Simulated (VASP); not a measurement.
# I (Cmce) in VASP: a series of runs

I is run at these levels: PBE, BLYP; tasks: single point.

All numbers are computed with VASP 6.6.1; they aren't measurements. Logs are shortened: lines on timing, memory, paths and dates and some standing lists are left out, and cuts for length are marked.

### Step 1. The cell of the first run

The structure is orthorhombic, space group Cmce (No. 64). Conventional cell: a = 7.270 Å, b = 4.790 Å, c = 9.793 Å, α = 90.00°, β = 90.00°, γ = 90.00°. I (site symmetry m) has 3 I at 2.68 to 3.56 Å within 3.6 Å.

### Step 2. Single point, PBE

INCAR reads:

```
SYSTEM = I
PREC = Accurate ; ENCUT = 520
EDIFF = 1E-6 ; ISMEAR = -1
SIGMA = 0.05 ; LREAL = .FALSE.
LASPH = .TRUE. ; NELM = 100
ALGO = Normal ; ISIF = 2
LWAVE = .FALSE. ; LCHARG = .FALSE.
GGA = PE ; NBANDS = 22
```

KPOINTS reads:

```
Automatic mesh
0
G
  2 2 1
  0 0 0
```

POSCAR reads:

```
I
1.0
    3.6350350000     -2.3950200000      0.0000000000
    3.6350350000      2.3950200000      0.0000000000
    0.0000000000      0.0000000000      9.7934400000
I
4
Direct
    0.6493000000      0.3507000000      0.3844000000
    0.1493000000      0.8507000000      0.1156000000
    0.3507000000      0.6493000000      0.6156000000
    0.8507000000      0.1493000000      0.8844000000
```

Potentials or basis: VASP PAW PBE potentials, release 64 (I).

Started as:

```sh
$ cat potpaw_PBE.64/I/POTCAR > POTCAR
$ mpirun -np 1 vasp_std > vasp.out
```

OUTCAR:

```text
SYSTEM = I
   PREC = Accurate
   ENCUT = 520
   EDIFF = 1E-6
   ISMEAR = -1
   LREAL = .FALSE.
   LASPH = .TRUE.
   NELM = 100
   ISIF = 2
   GGA = PE

 ion  position               nearest neighbor table
   1  0.649  0.351  0.384-   3 2.68   2 3.56   2 3.56
   2  0.149  0.851  0.116-   4 2.68   1 3.56   1 3.56
   3  0.351  0.649  0.616-   1 2.68   4 3.56   4 3.56
   4  0.851  0.149  0.884-   2 2.68   3 3.56   3 3.56

  LATTYP: Found a base centered orthorhombic cell.
 ALAT       =     4.7900400000
 B/A-ratio  =     1.5177472422
 C/A-ratio  =     2.0445424255

  Lattice vectors:

 A1 = (  -3.6350350000,  -2.3950200000,   0.0000000000)
 A2 = (   3.6350350000,  -2.3950200000,   0.0000000000)
 A3 = (   0.0000000000,   0.0000000000,   9.7934400000)

Analysis of symmetry for initial positions (statically):
=====================================================================
 Subroutine PRICEL returns:
 Original cell was already a primitive cell.

 Routine SETGRP: Setting up the symmetry group for a
 base centered orthorhombic supercell.

 Subroutine GETGRP returns: Found  8 space group operations
 (whereof  4 operations were pure point group operations)
 out of a pool of  8 trial point group operations.

The static configuration has the point symmetry C_2h.
 The point group associated with its full space group is D_2h.

Analysis of symmetry for dynamics (positions and initial velocities):
=====================================================================
 Subroutine PRICEL returns:
 Original cell was already a primitive cell.

 Routine SETGRP: Setting up the symmetry group for a
 base centered orthorhombic supercell.

 Subroutine GETGRP returns: Found  8 space group operations
 (whereof  4 operations were pure point group operations)
 out of a pool of  8 trial point group operations.

The dynamic configuration has the point symmetry C_2h.
 The point group associated with its full space group is D_2h.

 Subroutine INISYM returns: Found  8 space group operations
 (whereof  4 operations are pure point group operations),
 and found     1 'primitive' translations

----------------------------------------------------------------------------------------

                                     Primitive cell

  volume of cell :     170.5230

  direct lattice vectors                    reciprocal lattice vectors
     3.635035000 -2.395020000  0.000000000     0.137550257 -0.208766524  0.000000000
     3.635035000  2.395020000  0.000000000     0.137550257  0.208766524  0.000000000
     0.000000000  0.000000000  9.793440000     0.000000000  0.000000000  0.102109167

  length of vectors
     4.353113857  4.353113857  9.793440000     0.250007070  0.250007070  0.102109167

  position of ions in fractional coordinates (direct lattice)
     0.649300000  0.350700000  0.384400000
     0.149300000  0.850700000  0.115600000
     0.350700000  0.649300000  0.615600000
     0.850700000  0.149300000  0.884400000

  ion indices of the primitive-cell ions
   primitive index   ion index
                 1           1
                 2           2
                 3           3
                 4           4

----------------------------------------------------------------------------------------

 KPOINTS: Automatic mesh

Automatic generation of k-mesh.
 Grid dimensions read from file:
 generate k-points for:    2    2    1

 Generating k-lattice:

  Cartesian coordinates                     Fractional coordinates (reciprocal lattice)
     0.068775129 -0.104383262  0.000000000     0.500000000  0.000000000  0.000000000
     0.068775129  0.104383262  0.000000000     0.000000000  0.500000000  0.000000000
     0.000000000  0.000000000  0.102109167     0.000000000  0.000000000  1.000000000

  Length of vectors
     0.125003535  0.125003535  0.102109167

  Shift w.r.t. Gamma in fractional coordinates (k-lattice)
     0.000000000  0.000000000  0.000000000

 Subroutine IBZKPT returns following result:
 ===========================================

 Found      3 irreducible k-points:

 Following reciprocal coordinates:
            Coordinates               Weight
  0.000000  0.000000  0.000000      1.000000
  0.500000  0.000000  0.000000      2.000000
  0.500000  0.500000  0.000000      1.000000
   k-points           NKPTS =      3   k-points in BZ     NKDIM =      3   number of bands    NBANDS=     22
   number of dos      NEDOS =    301   number of ions     NIONS =      4
   total plane-waves  NPLWV =  81920
   dimension x,y,z NGX =    32 NGY =   32 NGZ =   80
   dimension x,y,z NGXF=    64 NGYF=   64 NGZF=  160
   ions per type =               4
   NGX,Y,Z   is equivalent  to a cutoff of  12.22, 12.22, 13.58 a.u.
   NGXF,Y,Z  is equivalent  to a cutoff of  24.44, 24.44, 27.16 a.u.
 SYSTEM =  I
   PREC   = accura    normal or accurate (medium, high low for compatibility)
   ISTART =      0    job   : 0-new  1-cont  2-samecut
   ICHARG =      2    charge: 1-file 2-atom 10-const
   ISPIN  =      1    spin polarized calculation?
   LNONCOLLINEAR =      F non collinear calculations
   LSORBIT =      F    spin-orbit coupling
   LASPH  =      T    aspherical Exc in radial PAW
   ENCUT  =  520.0 eV  38.22 Ry    6.18 a.u.   8.09  8.09 18.21*2*pi/ulx,y,z
   NELM   =    100;   NELMIN=  2; NELMDL= -5     # of ELM steps
   EDIFF  = 0.1E-05   stopping-criterion for ELM
   LREAL  =      F    real-space projection
   EDIFFG = 0.1E-04   stopping-criterion for IOM
   NSW    =      0    number of steps for IOM
   IBRION =     -1    ionic relax: 0-MD 1-quasi-New 2-CG
   NFREE  =      0    steps in history (QN), initial steepest desc. (CG)
   ISIF   =      2    stress and relaxation
   ISYM   =      2    0-nonsym 1-usesym 2-fastsym
   POTIM  = 0.5000    time-step for ionic-motion
   TEBEG  =    0.0;   TEEND  =   0.0 temperature during run
   PSTRESS=    0.0 pullay stress
   NELECT =      28.0000    total number of electrons
   NUPDOWN=      -1.0000    fix difference up-down
   EMIN   =  10.00;   EMAX   =-10.00  energy-range for DOS
   EFERMI =   0.00;   METHOD = LEGACY
   ISMEAR =    -1;   SIGMA  =   0.05  broadening in eV -4-tet -1-fermi 0-gaus
   EFERMI_NEDOS =   21; number of points for ismear=-14 and -15
   IALGO  =     38    algorithm
   IMIX   =      4    mixing-type and parameters
     AMIX     =   0.40;   BMIX     =  1.00
     AMIX_MAG =   1.60;   BMIX_MAG =  1.00
  volume/ion in A,a.u.               =      42.63       287.69
  Fermi-wavevector in a.u.,A,eV,Ry     =   0.896465  1.694073 10.934307  0.803649
  Thomas-Fermi vector in A             =   2.018926
   LORBIT       =      0    0 simple, 1 ext, 2 COOP (PROOUT), +10 PAW based schemes
   GGA     = PE    functional components
   LHFCALC =     F    Hartree Fock is set to
   AEXX    =    0.0000 exact exchange contribution
   IVDW    =     0    specifies the selected vdW correction
   LEPSILON=     F    determine dielectric tensor
   LRPA    =     F    only Hartree local field effects (RPA)
 non-spin polarized calculation
  energy-cutoff  :      520.00
  volume of cell :      170.52
 maximum number of plane-waves:      4592
   NGX = 17   NGY = 17   NGZ = 37

 number of electron      28.0000001 magnetization

 Free energy of the ion-electron system (eV)
  ---------------------------------------------------
  ext. energy  EPLUGINS =         0.00000000
  ---------------------------------------------------
  free energy    TOTEN  =        -5.96240971 eV

  energy without entropy =       -5.96240816  energy(sigma->0) =       -5.96240893

 E-fermi :   3.1805     XC(G=0):  -8.0061

 val. band max:        2.5154914280   @ k =   0.0000   0.0000   0.0000
 cond. band min:       3.8418938707   @ k =   0.5000   0.5000   0.0000
 fundamental gap:      1.3264024427
 Fermi energy:         3.1804884042

 k-point     1 :       0.0000    0.0000    0.0000
  band No.  band energies     occupation
      1     -11.0501      2.00000
      2     -10.5890      2.00000
      3      -8.9910      2.00000
      4      -8.0374      2.00000
      5      -1.9988      2.00000
      6      -0.6478      2.00000
      7       0.7270      2.00000
      8       0.8087      2.00000
      9       1.2560      2.00000
     10       1.3830      2.00000
     11       1.3998      2.00000
     12       1.9688      2.00000
     13       2.4484      2.00000
     14       2.5155      2.00000
     15       3.9278      0.00000
     16       4.7826      0.00000
     17       7.7985      0.00000
     18       7.8421      0.00000
     19       7.9857      0.00000
     20       9.5316      0.00000
     21       9.9157      0.00000
     22      10.0194      0.00000

 k-point     2 :       0.5000    0.0000    0.0000
  band No.  band energies     occupation
      1     -10.5706      2.00000
      2     -10.5706      2.00000
      3      -8.5319      2.00000
      4      -8.5319      2.00000
      5      -1.9245      2.00000
      6      -1.9245      2.00000
      7      -0.0933      2.00000
      8      -0.0933      2.00000
      9       0.8363      2.00000
     10       0.8363      2.00000
     11       1.3034      2.00000
     12       1.3034      2.00000
     13       2.1108      2.00000
     14       2.1108      2.00000
     15       4.8045      0.00000
     16       4.8045      0.00000
     17       7.9818      0.00000
     18       7.9818      0.00000
     19       9.9577      0.00000
     20       9.9577      0.00000
     21      10.8241      0.00000
     22      10.8241      0.00000

 k-point     3 :       0.5000    0.5000    0.0000
  band No.  band energies     occupation
      1     -10.7392      2.00000
      2     -10.3629      2.00000
      3      -8.7263      2.00000
      4      -7.9937      2.00000
      5      -1.7160      2.00000
      6      -1.0416      2.00000
      7      -0.9556      2.00000
      8      -0.2304      2.00000
      9       0.2369      2.00000
     10       0.5766      2.00000
     11       0.7189      2.00000
     12       1.1805      2.00000
     13       1.8100      2.00000
     14       2.2478      2.00000
     15       3.8419      0.00000
     16       4.4045      0.00000
     17       7.6674      0.00000
     18       8.3776      0.00000
     19       8.5573      0.00000
     20       8.8885      0.00000
     21      11.2152      0.00000
     22      11.3524      0.00000

------------------------ aborting loop because EDIFF is reached ----------------------------------------

  FORCE on cell =-STRESS in cart. coord.  units (eV):
  Direction    XX          YY          ZZ          XY          YZ          ZX
  --------------------------------------------------------------------------------------
  -------------------------------------------------------------------------------------
  Total        3.9004710      1.3222806      0.3126056      0.0000000      0.0000000      0.0000000
  in kB       36.6475236     12.4237076      2.9371380      0.0000000      0.0000000      0.0000000
  external PRESSURE =      17.3361231 kB  Pullay stress =       0.0000000 kB

 VOLUME and BASIS-vectors are now :
 -----------------------------------------------------------------------------
  energy-cutoff  :      520.00
  volume of cell :      170.52
      direct lattice vectors                 reciprocal lattice vectors
     3.635035000 -2.395020000  0.000000000     0.137550257 -0.208766524  0.000000000
     3.635035000  2.395020000  0.000000000     0.137550257  0.208766524  0.000000000
     0.000000000  0.000000000  9.793440000     0.000000000  0.000000000  0.102109167

 POSITION                                       TOTAL-FORCE (eV/Angst)
 -----------------------------------------------------------------------------------
      3.63503     -0.71515      3.76460         0.000000     -0.645417     -0.748875
      3.63503      1.67987      1.13212         0.000000     -0.645417      0.748875
      3.63503      0.71515      6.02884         0.000000      0.645417      0.748875
      3.63503     -1.67987      8.66132         0.000000      0.645417     -0.748875
 -----------------------------------------------------------------------------------
    total drift:                               -0.000000     -0.000000      0.000000

  FREE ENERGIE OF THE ION-ELECTRON SYSTEM (eV)
  ---------------------------------------------------
  free  energy   TOTEN  =        -5.9624097062 eV

  energy  without entropy=       -5.9624081627  energy(sigma->0) =       -5.96240893
```

Run time: 11 s. Hardware: 1 thread of Intel Xeon 6975P-C (Granite Rapids), shared host; peak memory 0.25 GiB.

Results:

- Free energy: -5.9624 eV
- Pressure: 1.7 GPa
- Largest force: 0.989 eV/Å
- Band gap on the k mesh: 1.33 eV (least direct gap 1.41 eV)

Forces on the atoms (eV/Å):
```
I    0.000 -0.645 -0.749
I    0.000 -0.645  0.749
I    0.000  0.645  0.749
I    0.000  0.645 -0.749
```

Stress tensor (GPa, compression positive):
```
3.66 0.00 0.00
0.00 1.24 0.00
0.00 0.00 0.29
```

Levels at points of the mesh, in eV from the valence-band top:
```tsv
k point	band 10	band 11	band 12	band 13	band 14	band 15	band 16	band 17	band 18	band 19
(0.00, 0.00, 0.00)	-1.13	-1.12	-0.55	-0.07	0.00	1.41	2.27	5.28	5.33	5.47
(0.50, 0.00, 0.00)	-1.68	-1.21	-1.21	-0.40	-0.40	2.29	2.29	5.47	5.47	7.44
(0.50, 0.50, 0.00)	-1.94	-1.80	-1.33	-0.71	-0.27	1.33	1.89	5.15	5.86	6.04
```

Caveat: the k points lie up to 0.79 Å⁻¹ apart; this functional lacks dispersion, which holds the molecules together, so the pressure and a relaxed volume are unreliable; spin-orbit coupling is left out, which moves the levels of the heavy elements. Expect the measured gap to be larger: semilocal functionals such as PBE lack the derivative discontinuity.

### Step 3. Single point, BLYP

This run uses another cell than the first one, of 40.07 Å³/atom.

INCAR reads:

```
SYSTEM = I
  PREC = Accurate
  ENCUT = 520
  EDIFF = 1E-7
  ISMEAR = -1
  SIGMA = 0.05
  LREAL = .False.
  LASPH = .True.
  NELM = 60
  ALGO = Normal
  ISIF = 2
  LWAVE = .False.
  LCHARG = .False.
  GGA = B5
  ALDAX = 1.0
  AGGAX = 1.0
  AGGAC = 1.0
  ALDAC = 0.0
  NBANDS = 22
```

KPOINTS reads:

```
Automatic mesh
0
Gamma
  7 7 3
  0 0 0
```

POSCAR reads:

```
I
1.0
    3.5608297907     -2.3461283221      0.0000000000
    3.5608297907      2.3461283221      0.0000000000
    0.0000000000      0.0000000000      9.5935177805
I
4
Direct
    0.6493000000      0.3507000000      0.3844000000
    0.1493000000      0.8507000000      0.1156000000
    0.3507000000      0.6493000000      0.6156000000
    0.8507000000      0.1493000000      0.8844000000
```

Potentials or basis: VASP PAW PBE potentials, release 64 (I).

Started as:

```sh
$ cat potpaw_PBE.64/I/POTCAR > POTCAR
$ mpirun -np 1 vasp_std > vasp.out
```

Run time: 65 s. Hardware: 1 thread of Intel Xeon 6975P-C (Granite Rapids), shared host; peak memory 0.28 GiB.

Results (log left out):

- Free energy: -3.9638 eV
- Pressure: 6.3 GPa
- Largest force: 1.728 eV/Å
- Band gap on the k mesh: 1.47 eV (least direct gap 1.58 eV)

Forces on the atoms (eV/Å):
```
I    0.000 -0.933 -1.454
I    0.000 -0.933  1.454
I    0.000  0.933  1.454
I    0.000  0.933 -1.454
```

Stress tensor (GPa, compression positive):
```
3.42 0.00 0.00
0.00 5.80 0.00
0.00 0.00 9.74
```

Levels at points of the mesh, in eV from the valence-band top:
| k point | band 12 | band 13 | band 14 | band 15 | band 16 | band 17 |
| --- | --- | --- | --- | --- | --- | --- |
| (0.00, 0.00, 0.00) | -0.59 | -0.06 | 0.00 | 1.58 | 2.44 | 5.26 |

Caveat: the stress differs along the axes, from 3 to 10 GPa; this functional lacks dispersion, which holds the molecules together, so the pressure and a relaxed volume are unreliable; the PAW data sets were made with another functional, which shifts forces and pressure a little; spin-orbit coupling is left out, which moves the levels of the heavy elements. A hybrid or GW would open this gap; BLYP tends to underestimate it.

### Step 4. Single point, BLYP

This run uses another cell than the first one, of 40.93 Å³/atom.

INCAR reads:

```
PREC     = Accurate       # precision mode
ENCUT    = 520            # plane-wave cutoff, eV
EDIFF    = 1E-7           # SCF threshold, eV
ISMEAR   = -1             # smearing method
SIGMA    = 0.05           # smearing width, eV
LREAL    = F              # projectors in reciprocal space
LASPH    = T              # aspherical terms in the spheres
NELM     = 100            # most SCF steps
ALGO     = Normal         # electronic algorithm
ISIF     = 2              # what is computed and relaxed
LWAVE    = F              # write WAVECAR
LCHARG   = F              # write CHGCAR
GGA      = B5             # functional
ALDAX    = 1.0          
AGGAX    = 1.0          
AGGAC    = 1.0          
ALDAC    = 0.0          
NBANDS   = 22             # bands
```

KPOINTS reads:

```
regular mesh
0
Gamma
  7 7 3
```

POSCAR reads:

```
I
1.0
    3.5859068830     -2.3626508969      0.0000000000
    3.5859068830      2.3626508969      0.0000000000
    0.0000000000      0.0000000000      9.6610799909
I
4
Direct
    0.6493000000      0.3507000000      0.3844000000
    0.1493000000      0.8507000000      0.1156000000
    0.3507000000      0.6493000000      0.6156000000
    0.8507000000      0.1493000000      0.8844000000
```

Started as:

```sh
$ cat potpaw_PBE.64/I/POTCAR > POTCAR
$ mpirun -np 1 vasp_std > vasp.out
```

Wall time 72 s (1 thread of Intel Xeon 6975P-C (Granite Rapids), shared host); peak memory 0.28 GiB.

It converged, with:

```
Free energy            : -4.0890 eV
Pressure               : 5.4 GPa
Largest force          : 1.510 eV/Å
Band gap on the k mesh : 1.42 eV (least direct gap 1.52 eV)
```

Forces in eV/Å, atoms in the order of the input:
```
I    0.000 -0.802 -1.280
I    0.000 -0.802  1.280
I    0.000  0.802  1.280
I    0.000  0.802 -1.280
```

Stress tensor (GPa, compression positive):
```
3.13 0.00 0.00
0.00 4.96 0.00
0.00 0.00 8.23
```

Levels at points of the mesh, in eV from the valence-band top:
```tsv
k point	band 11	band 12	band 13	band 14	band 15	band 16	band 17	band 18
(0.00, 0.00, 0.00)	-1.15	-0.57	-0.06	0.00	1.52	2.37	5.32	5.48
```

Caveat: the stress differs along the axes, from 3 to 8 GPa; this functional lacks dispersion, which holds the molecules together, so the pressure and a relaxed volume are unreliable; the PAW data sets were made with another functional, which shifts forces and pressure a little; spin-orbit coupling is left out, which moves the levels of the heavy elements.

### Step 5. Overview

| level | cell | k mesh | gap on the mesh (eV) | pressure (GPa) | largest force (eV/Å) |
| --- | --- | --- | --- | --- | --- |
| PBE | a = 4.353, b = 4.353, c = 9.793 Å, angles 90.0, 90.0, 66.8°, 4 atoms | 2 × 2 × 1 | 1.33 | 1.7 | 0.99 |
| BLYP | a = 4.264, b = 4.264, c = 9.594 Å, angles 90.0, 90.0, 66.8°, 4 atoms | 7 × 7 × 3 | 1.47 | 6.3 | 1.73 |
| BLYP | a = 4.294, b = 4.294, c = 9.661 Å, angles 90.0, 90.0, 66.8°, 4 atoms | 7 × 7 × 3 | 1.42 | 5.4 | 1.51 |

Alike in all rows: task single point; potentials or basis VASP PAW PBE potentials, release 64 (I); no spin polarisation; cutoff (eV) 520; smearing fermi-dirac 0.05 eV.

Caveats: some runs use coarse meshes; this functional lacks dispersion, which holds the molecules together, so the pressure and a relaxed volume are unreliable; spin-orbit coupling is left out, which moves the levels of the heavy elements; the PAW data sets were made with another functional, which shifts forces and pressure a little (at least some runs); the stress differs along the axes, from 3 to 10 GPa (at least some runs); the stress differs along the axes, from 3 to 8 GPa (at least some runs).

Absolute energies hang on the potentials; compare differences alone.
